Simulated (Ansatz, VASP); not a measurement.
One calculation of Ti, two programs

```
Ti
1.0
     4.36047    0.00000    0.00000
    -2.18024    3.77628    0.00000
     0.00000    0.00000    2.95258
Ti
3
Direct
  0.00000 0.00000 0.00000
  0.33333 0.66667 0.50000
  0.66667 0.33333 0.50000
```

Alike in both runs: task single point; functional PBE; k mesh 12 × 12 × 14; occupations gaussian, width 0.1 eV; no spin polarisation.

|  | VASP | Ansatz |
| --- | --- | --- |
| version | VASP 6.6.1 | Ansatz 0.2.0 |
| potentials or method | VASP PAW PBE potentials, release 64 (Ti_sv), cutoff 520 eV | scalar-relativistic, plane waves, PAW |
| valence electrons in the cell | 36 | 36 |

|  | VASP | Ansatz | Ansatz less VASP |
| --- | --- | --- | --- |
| gap on the k mesh at the Fermi level (eV) | none | none | - |
| pressure (GPa) | 6.5 | 6.8 | +0.31 |
| traceless stress, the component that is largest in VASP (GPa) | -10.87 | -10.90 | -0.022 |

A gap of «none» marks a metal or a gap that the smearing closes. With one functional, cell and mesh, what is left measures potentials, basis and numerics.
